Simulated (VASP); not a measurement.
Input of a VASP 6.6.1 run:

The input POSCAR:

```
Ir
1.0
    0.0000000000      1.9597771888      1.9597771888
    1.9597771888      0.0000000000      1.9597771888
    1.9597771888      1.9597771888      0.0000000000
Ir
1
Direct
    0.0000000000      0.0000000000      0.0000000000
```

INCAR.step1

```
PREC = Accurate ; ENCUT = 620
ISMEAR = 0 ; SIGMA = 0.1
LREAL = F ; LASPH = T
NELM = 120 ; NBANDS = 14
GGA = PE ; ALGO = Normal
EDIFF = 1E-5 ; LWAVE = T
LCHARG = F ; GGA_COMPAT = F
```

The input INCAR.step2:

```
PREC = Accurate ; ENCUT = 620
EDIFF = 1E-6 ; ISMEAR = 0
SIGMA = 0.1 ; LREAL = F
LASPH = T ; NELM = 120
ALGO = Normal ; ISIF = 2
LWAVE = F ; LCHARG = F
METAGGA = R2SCAN ; LMIXTAU = T
NBANDS = 14 ; ISTART = 1
GGA_COMPAT = F
```

File KPOINTS:

```
regular mesh
0
Gamma
  18 18 18
```

Potentials or basis: VASP PAW PBE potentials, release 64 (Ir_sv_GW).

Run with:

```console
$ cat potpaw_PBE.64/Ir_sv_GW/POTCAR > POTCAR
$ cp INCAR.step1 INCAR
$ mpirun -np 1 vasp_std > vasp.out
$ cp INCAR.step2 INCAR
$ mpirun -np 1 vasp_std > vasp.out
```

Problem. What does it give for the pressure?

Solution. -19.8 GPa.

Problem. Predict the band gap on the k mesh.

Solution. Zero (an odd number of electrons rules out a gap without spin polarisation).

Caveat: the cell stands under tension; the PAW data sets were made with another functional, which shifts forces and pressure a little; spin-orbit coupling is left out, which moves the levels of the heavy elements.
